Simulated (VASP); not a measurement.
# Nb (Fm-3m) in VASP: a series of runs

The runs below take Nb through single point, with PBE.

All numbers are computed with VASP 6.6.1; they aren't measurements. Logs are shortened: lines on timing, memory, paths and dates and some standing lists are left out, and cuts for length are marked.

### Step 1. The cell of the first run

Symmetry: Fm-3m, No. 225, cubic system. Conventional cell: a = 4.274 Å, b = 4.274 Å, c = 4.274 Å, α = 90.00°, β = 90.00°, γ = 90.00°. Nb (site symmetry m-3m) has 12 Nb at 3.02 Å within 4.0 Å.

### Step 2. Single point, PBE

Input file INCAR:

```
ALGO = Normal
EDIFF = 1E-6
ENCUT = 520
GGA = PE
ISIF = 2
ISMEAR = -1
LASPH = True
LCHARG = False
LREAL = False
LWAVE = False
NBANDS = 12
NELM = 60
PREC = Accurate
SIGMA = 0.06122561905347299
```

Input file KPOINTS:

```
k-points
0
Gamma
  22 22 22
```

Input file POSCAR:

```
Nb
1.0
    0.0000000000      2.1368487698      2.1368487698
    2.1368487698      0.0000000000      2.1368487698
    2.1368487698      2.1368487698      0.0000000000
Nb
1
Direct
    0.0000000000      0.0000000000      0.0000000000
```

Potentials or basis: VASP PAW PBE potentials, release 64 (Nb_sv).

Started as:

```console
> cat potpaw_PBE.64/Nb_sv/POTCAR > POTCAR
> mpirun -np 1 vasp_std > vasp.out
```

OUTCAR:

```text
EDIFF = 1E-6
   ENCUT = 520
   GGA = PE
   ISIF = 2
   ISMEAR = -1
   LASPH = True
   LREAL = False
   NELM = 60
   PREC = Accurate

 ion  position               nearest neighbor table
   1  0.000  0.000  0.000-

  LATTYP: Found a face centered cubic cell.
 ALAT       =     4.2736975396

  Lattice vectors:

 A1 = (   0.0000000000,   2.1368487698,   2.1368487698)
 A2 = (   2.1368487698,   0.0000000000,   2.1368487698)
 A3 = (   2.1368487698,   2.1368487698,   0.0000000000)

Analysis of symmetry for initial positions (statically):
=====================================================================
 Subroutine PRICEL returns:
 Original cell was already a primitive cell.

 Routine SETGRP: Setting up the symmetry group for a
 face centered cubic supercell.

 Subroutine GETGRP returns: Found 48 space group operations
 (whereof 48 operations were pure point group operations)
 out of a pool of 48 trial point group operations.

The static configuration has the point symmetry O_h .

Analysis of symmetry for dynamics (positions and initial velocities):
=====================================================================
 Subroutine PRICEL returns:
 Original cell was already a primitive cell.

 Routine SETGRP: Setting up the symmetry group for a
 face centered cubic supercell.

 Subroutine GETGRP returns: Found 48 space group operations
 (whereof 48 operations were pure point group operations)
 out of a pool of 48 trial point group operations.

The dynamic configuration has the point symmetry O_h .

 Subroutine INISYM returns: Found 48 space group operations
 (whereof 48 operations are pure point group operations),
 and found     1 'primitive' translations

----------------------------------------------------------------------------------------

                                     Primitive cell

  volume of cell :      19.5142

  direct lattice vectors                    reciprocal lattice vectors
     0.000000000  2.136848770  2.136848770    -0.233989418  0.233989418  0.233989418
     2.136848770  0.000000000  2.136848770     0.233989418 -0.233989418  0.233989418
     2.136848770  2.136848770  0.000000000     0.233989418  0.233989418 -0.233989418

  length of vectors
     3.021960511  3.021960511  3.021960511     0.405281560  0.405281560  0.405281560

  position of ions in fractional coordinates (direct lattice)
     0.000000000  0.000000000  0.000000000

  ion indices of the primitive-cell ions
   primitive index   ion index
                 1           1

----------------------------------------------------------------------------------------

[... 74 lines left out ...]
   NFREE  =      0    steps in history (QN), initial steepest desc. (CG)
   ISIF   =      2    stress and relaxation
   ISYM   =      2    0-nonsym 1-usesym 2-fastsym
   POTIM  = 0.5000    time-step for ionic-motion
   TEBEG  =    0.0;   TEEND  =   0.0 temperature during run
   PSTRESS=    0.0 pullay stress
   NELECT =      13.0000    total number of electrons
   NUPDOWN=      -1.0000    fix difference up-down
   EMIN   =  10.00;   EMAX   =-10.00  energy-range for DOS
   EFERMI =   0.00;   METHOD = LEGACY
   ISMEAR =    -1;   SIGMA  =   0.06  broadening in eV -4-tet -1-fermi 0-gaus
   EFERMI_NEDOS =   21; number of points for ismear=-14 and -15
   IALGO  =     38    algorithm
   IMIX   =      4    mixing-type and parameters
     AMIX     =   0.40;   BMIX     =  1.00
     AMIX_MAG =   1.60;   BMIX_MAG =  1.00
  volume/ion in A,a.u.               =      19.51       131.69
  Fermi-wavevector in a.u.,A,eV,Ry     =   1.429790  2.701911 27.814371  2.044299
  Thomas-Fermi vector in A             =   2.549705
   LORBIT       =      0    0 simple, 1 ext, 2 COOP (PROOUT), +10 PAW based schemes
   GGA     = PE    functional components
   LHFCALC =     F    Hartree Fock is set to
   AEXX    =    0.0000 exact exchange contribution
   IVDW    =     0    specifies the selected vdW correction
   LEPSILON=     F    determine dielectric tensor
   LRPA    =     F    only Hartree local field effects (RPA)
 non-spin polarized calculation
  energy-cutoff  :      520.00
  volume of cell :       19.51
 maximum number of plane-waves:       544
   NGX = 11   NGY = 11   NGZ = 11

 number of electron      12.9999999 magnetization

 Free energy of the ion-electron system (eV)
  ---------------------------------------------------
  ext. energy  EPLUGINS =         0.00000000
  ---------------------------------------------------
  free energy    TOTEN  =        -9.88761070 eV

  energy without entropy =       -9.86840041  energy(sigma->0) =       -9.87800555

 E-fermi :  10.4354     XC(G=0): -12.0952

 val. band max:       10.4249478444   @ k =   0.4545   0.1364   0.0455
 cond. band min:      10.4422369773   @ k =   0.3636   0.0909   0.0000
 fundamental gap:      0.0172891329
 Fermi energy:        10.4353781915

 k-point     1 :       0.0000    0.0000    0.0000
  band No.  band energies     occupation
      1     -44.4126      2.00000
      2     -19.8670      2.00000
      3     -19.8670      2.00000
      4     -19.8670      2.00000
      5       4.3063      2.00000
      6      10.5576      0.23911
      7      10.5576      0.23911
      8      10.5576      0.23911
      9      13.0125      0.00000
     10      13.0125      0.00000
     11      22.2046      0.00000
     12      26.8129      0.00000
[... 331 lines left out ...]
 k-point    24 :      -0.4545    0.0455    0.0000
  band No.  band energies     occupation
      1     -44.2485      2.00000
      2     -20.8975      2.00000
      3     -20.0205      2.00000
      4     -20.0040      2.00000
      5       6.8097      2.00000
      6      10.3049      1.78778
      7      10.4501      0.88038
      8      11.4856      0.00000
      9      14.7310      0.00000
     10      15.0508      0.00000
     11      20.3719      0.00000
     12      22.1593      0.00000

 [... further k-points ...]
[... 5 lines left out ...]
  --------------------------------------------------------------------------------------
  -------------------------------------------------------------------------------------
  Total       -0.7578506     -0.7578506     -0.7578506      0.0000000      0.0000000      0.0000000
  in kB      -62.2218342    -62.2218342    -62.2218342      0.0000000      0.0000000      0.0000000
  external PRESSURE =     -62.2218342 kB  Pullay stress =       0.0000000 kB

 VOLUME and BASIS-vectors are now :
 -----------------------------------------------------------------------------
  energy-cutoff  :      520.00
  volume of cell :       19.51
      direct lattice vectors                 reciprocal lattice vectors
     0.000000000  2.136848770  2.136848770    -0.233989418  0.233989418  0.233989418
     2.136848770  0.000000000  2.136848770     0.233989418 -0.233989418  0.233989418
     2.136848770  2.136848770  0.000000000     0.233989418  0.233989418 -0.233989418

 POSITION                                       TOTAL-FORCE (eV/Angst)
 -----------------------------------------------------------------------------------
      0.00000      0.00000      0.00000         0.000000      0.000000      0.000000
 -----------------------------------------------------------------------------------
    total drift:                               -0.000000     -0.000000     -0.000000

  FREE ENERGIE OF THE ION-ELECTRON SYSTEM (eV)
  ---------------------------------------------------
  free  energy   TOTEN  =        -9.8876106965 eV

  energy  without entropy=       -9.8684004061  energy(sigma->0) =       -9.87800555
```

OSZICAR:

```text
N       E                     dE             d eps       ncg     rms          rms(c)
DAV:   1     0.116788178132E+03    0.11679E+03   -0.72004E+03  7896   0.107E+03
DAV:   2    -0.542181996493E+01   -0.12221E+03   -0.11802E+03  8512   0.386E+02
DAV:   3    -0.100705936020E+02   -0.46488E+01   -0.44315E+01 11424   0.649E+01
DAV:   4    -0.103836549465E+02   -0.31306E+00   -0.31111E+00 11252   0.153E+01
DAV:   5    -0.103933898284E+02   -0.97349E-02   -0.97295E-02 11568   0.229E+00    0.632E+00
DAV:   6    -0.993830757192E+01    0.45508E+00   -0.71622E-01 12544   0.104E+01    0.221E+00
DAV:   7    -0.988348552981E+01    0.54822E-01   -0.20892E-01 12956   0.554E+00    0.101E+00
DAV:   8    -0.988756470948E+01   -0.40792E-02   -0.12707E-02  9436   0.148E+00    0.505E-02
DAV:   9    -0.988759733058E+01   -0.32621E-04   -0.90931E-04 13516   0.337E-01    0.357E-02
DAV:  10    -0.988761445966E+01   -0.17129E-04   -0.14943E-05  9388   0.539E-02    0.126E-02
DAV:  11    -0.988761078264E+01    0.36770E-05   -0.68296E-06 10272   0.431E-02    0.199E-03
DAV:  12    -0.988761069654E+01    0.86101E-07   -0.33846E-07  6016   0.649E-03
   1 F= -.98876107E+01 E0= -.98780056E+01  d E =-.192103E-01
```

stdout:

```text
POSCAR found type information on POSCAR Nb
 POSCAR found :  1 types and       1 ions
 scaLAPACK will be used
 LDA part: xc-table for (Slater+PW92), standard interpolation
 POSCAR, INCAR and KPOINTS ok, starting setup
 FFT: planning ... GRIDC
 FFT: planning ... GRID_SOFT
 FFT: planning ... GRID
 WAVECAR not read
 entering main loop
```

It took 68 s on 1 thread of AMD EPYC 7R13 (Zen 3), shared host; peak memory 0.17 GiB.

Results:

```yaml
Free_energy: -9.8876 eV
Pressure: -6.2 GPa
```

Levels at points of the mesh, in eV from the Fermi level:
| k point | band 4 | band 5 | band 6 | band 7 | band 8 | band 9 |
| --- | --- | --- | --- | --- | --- | --- |
| (0.00, 0.00, 0.00) | -30.30 | -6.13 | 0.12 | 0.12 | 0.12 | 2.58 |
| (0.50, 0.00, 0.00) | -30.44 | -3.69 | -0.05 | -0.05 | 1.23 | 4.43 |
| (0.50, 0.50, 0.00) | -30.68 | -3.84 | -3.13 | 3.36 | 4.41 | 4.95 |

### Step 3. Single point, PBE

This run uses another cell than the first one, of 19.89 Å³/atom, 1.019 times its volume.

Input file INCAR:

```
SYSTEM = Nb
  PREC = Accurate
  ENCUT = 520
  EDIFF = 1E-6
  ISMEAR = -1
  SIGMA = 0.06122561905347299
  LREAL = .FALSE.
  LASPH = .TRUE.
  NELM = 100
  ALGO = Normal
  ISIF = 2
  LWAVE = .FALSE.
  LCHARG = .FALSE.
  GGA = PE
  NBANDS = 12
```

Input file KPOINTS:

```
Automatic mesh
0
G
  22 22 22
  0 0 0
```

Input file POSCAR:

```
Nb
1.0
    0.0000000000      2.1504596385      2.1504596385
    2.1504596385      0.0000000000      2.1504596385
    2.1504596385      2.1504596385      0.0000000000
Nb
1
Direct
    0.0000000000      0.0000000000      0.0000000000
```

Potentials or basis: VASP PAW PBE potentials, release 64 (Nb_sv).

Started as:

```console
> cat potpaw_PBE.64/Nb_sv/POTCAR > POTCAR
> mpirun -np 1 vasp_std > vasp.out
```

Run time: 74 s. Hardware: 1 thread of AMD EPYC 7R13 (Zen 3), shared host; peak memory 0.17 GiB.

The run converged. Its results:

* Free energy: -9.8702 eV
* Pressure: -8.8 GPa

Levels at points of the mesh, in eV from the Fermi level:
| k point | band 2 | band 3 | band 4 | band 5 | band 6 | band 7 | band 8 | band 9 | band 10 | band 11 |
| --- | --- | --- | --- | --- | --- | --- | --- | --- | --- | --- |
| (0.00, 0.00, 0.00) | -30.36 | -30.36 | -30.36 | -6.08 | 0.13 | 0.13 | 0.13 | 2.52 | 2.52 | 11.74 |
| (0.50, 0.00, 0.00) | -31.34 | -30.49 | -30.49 | -3.62 | -0.03 | -0.03 | 1.17 | 4.32 | 4.32 | 9.67 |
| (0.50, 0.50, 0.00) | -31.28 | -30.71 | -30.71 | -3.75 | -3.05 | 3.26 | 4.30 | 4.83 | 4.83 | 10.80 |

### Step 4. Single point, PBE

This run uses another cell than the first one, of 19.89 Å³/atom, 1.019 times its volume.

Input file INCAR:

```
PREC     = Accurate       # precision mode
ENCUT    = 520            # plane-wave cutoff, eV
EDIFF    = 1E-6           # SCF threshold, eV
ISMEAR   = -1             # smearing method
SIGMA    = 0.06122561905347299 # smearing width, eV
LREAL    = False          # projectors in reciprocal space
LASPH    = True           # aspherical terms in the spheres
NELM     = 100            # most SCF steps
ALGO     = Normal         # electronic algorithm
ISIF     = 2              # what is computed and relaxed
LWAVE    = False          # write WAVECAR
LCHARG   = False          # write CHGCAR
GGA      = PE             # functional
NBANDS   = 12             # bands
```

Input file KPOINTS:

```
Automatic mesh
0
Gamma
  22 22 22
```

POSCAR is that of step 3.

Potentials or basis: VASP PAW PBE potentials, release 64 (Nb_sv).

Started as:

```console
> cat potpaw_PBE.64/Nb_sv/POTCAR > POTCAR
> mpirun -np 1 vasp_std > vasp.out
```

OUTCAR:

```text
PREC = Accurate
   ENCUT = 520
   EDIFF = 1E-6
   ISMEAR = -1
   LREAL = False
   LASPH = True
   NELM = 100
   ISIF = 2
   GGA = PE

 ion  position               nearest neighbor table
   1  0.000  0.000  0.000-

  LATTYP: Found a face centered cubic cell.
 ALAT       =     4.3009192770

  Lattice vectors:

 A1 = (   0.0000000000,   2.1504596385,   2.1504596385)
 A2 = (   2.1504596385,   0.0000000000,   2.1504596385)
[... 528 lines left out ...]
      2     -21.1454      2.00000
      3     -20.3221      2.00000
      4     -20.3066      2.00000
      5       6.6228      2.00000
      6      10.0683      1.72903
      7      10.2103      0.77092
      8      11.1777      0.00000
      9      14.3732      0.00000
     10      14.6839      0.00000
     11      19.8792      0.00000
     12      21.8589      0.00000

 [... further k-points ...]
[... 5 lines left out ...]
  --------------------------------------------------------------------------------------
  -------------------------------------------------------------------------------------
  Total       -1.0933757     -1.0933757     -1.0933757     -0.0000000      0.0000000     -0.0000000
  in kB      -88.0757039    -88.0757039    -88.0757039     -0.0000000      0.0000000     -0.0000000
  external PRESSURE =     -88.0757039 kB  Pullay stress =       0.0000000 kB

 VOLUME and BASIS-vectors are now :
 -----------------------------------------------------------------------------
  energy-cutoff  :      520.00
  volume of cell :       19.89
      direct lattice vectors                 reciprocal lattice vectors
     0.000000000  2.150459639  2.150459639    -0.232508433  0.232508433  0.232508433
     2.150459639  0.000000000  2.150459639     0.232508433 -0.232508433  0.232508433
     2.150459639  2.150459639  0.000000000     0.232508433  0.232508433 -0.232508433

 POSITION                                       TOTAL-FORCE (eV/Angst)
 -----------------------------------------------------------------------------------
      0.00000      0.00000      0.00000         0.000000      0.000000      0.000000
 -----------------------------------------------------------------------------------
    total drift:                               -0.000000      0.000000      0.000000

  FREE ENERGIE OF THE ION-ELECTRON SYSTEM (eV)
  ---------------------------------------------------
  free  energy   TOTEN  =        -9.8701714199 eV

  energy  without entropy=       -9.8507202882  energy(sigma->0) =       -9.86044585
```

OSZICAR:

```text
N       E                     dE             d eps       ncg     rms          rms(c)
DAV:   1     0.114056578804E+03    0.11406E+03   -0.72169E+03  7928   0.106E+03
DAV:   2    -0.553484226452E+01   -0.11959E+03   -0.11537E+03  8656   0.380E+02
DAV:   3    -0.100744611509E+02   -0.45396E+01   -0.43199E+01 11536   0.646E+01
DAV:   4    -0.103864206010E+02   -0.31196E+00   -0.30936E+00 11232   0.152E+01
DAV:   5    -0.103955951645E+02   -0.91746E-02   -0.91706E-02 11668   0.223E+00    0.619E+00
DAV:   6    -0.992297678367E+01    0.47262E+00   -0.74636E-01 12476   0.105E+01    0.216E+00
DAV:   7    -0.986630184658E+01    0.56675E-01   -0.21242E-01 12944   0.553E+00    0.102E+00
DAV:   8    -0.987013330421E+01   -0.38315E-02   -0.12660E-02  9492   0.147E+00    0.549E-02
DAV:   9    -0.987015834958E+01   -0.25045E-04   -0.92408E-04 13512   0.350E-01    0.342E-02
DAV:  10    -0.987017491141E+01   -0.16562E-04   -0.14756E-05  9440   0.523E-02    0.116E-02
DAV:  11    -0.987017149783E+01    0.34136E-05   -0.64713E-06 10244   0.415E-02    0.182E-03
DAV:  12    -0.987017141993E+01    0.77900E-07   -0.32953E-07  6020   0.655E-03
   1 F= -.98701714E+01 E0= -.98604459E+01  d E =-.194511E-01
```

Run time: 66 s. Hardware: 1 thread of AMD EPYC 7R13 (Zen 3), shared host; peak memory 0.17 GiB.

Results:

```
Free energy : -9.8702 eV
Pressure    : -8.8 GPa
```

Levels at points of the mesh, in eV from the Fermi level:
```
           k point  band 4  band 5  band 6  band 7  band 8  band 9
(0.00, 0.00, 0.00)  -30.36   -6.08    0.13    0.13    0.13    2.52
(0.50, 0.00, 0.00)  -30.49   -3.62   -0.03   -0.03    1.17    4.32
(0.50, 0.50, 0.00)  -30.71   -3.75   -3.05    3.26    4.30    4.83
```

### Step 5. Single point, PBE

This run uses another cell than the first one, of 19.89 Å³/atom, 1.019 times its volume.

Input file INCAR:

```
SYSTEM = Nb
ALGO = Normal ; EDIFF = 1E-6
ENCUT = 520 ; GGA = PE
ISIF = 2 ; ISMEAR = -1
LASPH = .TRUE. ; LCHARG = .FALSE.
LREAL = .FALSE. ; LWAVE = .FALSE.
NBANDS = 12 ; NELM = 80
PREC = Accurate ; SIGMA = 0.06122561905347299
```

Input file KPOINTS:

```
k-points
0
G
  44 44 44
  0 0 0
```

POSCAR is that of step 4.

Started as:

```console
> cat potpaw_PBE.64/Nb_sv/POTCAR > POTCAR
> mpirun -np 1 vasp_std > vasp.out
```

Wall time 2.5 min (1 thread of Intel Xeon 6975P-C (Granite Rapids), shared host); peak memory 0.56 GiB.

The run converged. Its results:

```
Free energy : -9.8700 eV
Pressure    : -8.8 GPa
```

Levels at points of the mesh, in eV from the Fermi level:
```csv
k point,band 3,band 4,band 5,band 6,band 7,band 8,band 9,band 10
"(0.00, 0.00, 0.00)",-30.36,-30.36,-6.08,0.13,0.13,0.13,2.52,2.52
"(0.50, 0.00, 0.00)",-30.49,-30.49,-3.62,-0.03,-0.03,1.17,4.32,4.32
"(0.50, 0.50, 0.00)",-30.71,-30.71,-3.75,-3.05,3.26,4.30,4.82,4.82
```

### Step 6. Summary

```tsv
cell	k mesh	gap on the mesh (eV)	pressure (GPa)
a = 3.022 Å, angles 60.0°, 1 atom	22 × 22 × 22	none	-6.2
a = 3.041 Å, angles 60.0°, 1 atom	22 × 22 × 22	none	-8.8
a = 3.041 Å, angles 60.0°, 1 atom	44 × 44 × 44	none	-8.8
```

Alike in all rows: task single point; level PBE; potentials or basis VASP PAW PBE potentials, release 64 (Nb_sv); no spin polarisation; cutoff (eV) 520; smearing fermi-dirac 0.0612256 eV.

Absolute energies hang on the potentials; compare differences alone.
